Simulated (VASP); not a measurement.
Input of a VASP 6.6.1 run:

Contents of INCAR:

```
PREC = Accurate
ENCUT = 500
EDIFF = 1E-7
ISMEAR = 0
SIGMA = 0.02
LREAL = False
LASPH = True
NELM = 120
ALGO = Normal
ISIF = 3
LWAVE = False
LCHARG = False
GGA = PE
IBRION = 2
NSW = 100
EDIFFG = -0.002
GGA_COMPAT = False
NELMIN = 4
```

KPOINTS

```
Automatic mesh
0
Gamma
  10 10 10
```

The input POSCAR:

```
CdTe
1.0
    0.0000000000      3.3096311576      3.3096311576
    3.3096311576      0.0000000000      3.3096311576
    3.3096311576      3.3096311576      0.0000000000
Cd Te
1 1
Direct
    0.0000000000      0.0000000000      0.0000000000
    0.2500000000      0.2500000000      0.2500000000
```

Potentials or basis: VASP PAW PBE potentials, release 64 (Cd, Te).

Command:

```sh
$ cat potpaw_PBE.64/Cd/POTCAR potpaw_PBE.64/Te/POTCAR > POTCAR
$ mpirun -np 1 vasp_std > vasp.out
```

Q: Predict the relaxed volume.

A: 36.34 Å³/atom.

Q: What does it give for the band gap on the k mesh?

A: 0.57 eV.

Q: What does it give for the relaxed cell?

A: a = 4.684 Å, b = 4.684 Å, c = 4.684 Å, α = 60.00°, β = 60.00°, γ = 60.00°.

Final structure:
```xyz
2
Lattice="0.0000 3.3123 3.3123 3.3123 0.0000 3.3123 3.3123 3.3123 0.0000" Properties=species:S:1:pos:R:3 pbc="T T T"
Cd    0.0000    0.0000    0.0000
Te    1.6562    1.6562    1.6562
```

Caveat: semilocal functionals underestimate gaps, and a narrow one can read as zero; spin-orbit coupling is left out, which moves the levels of the heavy elements.
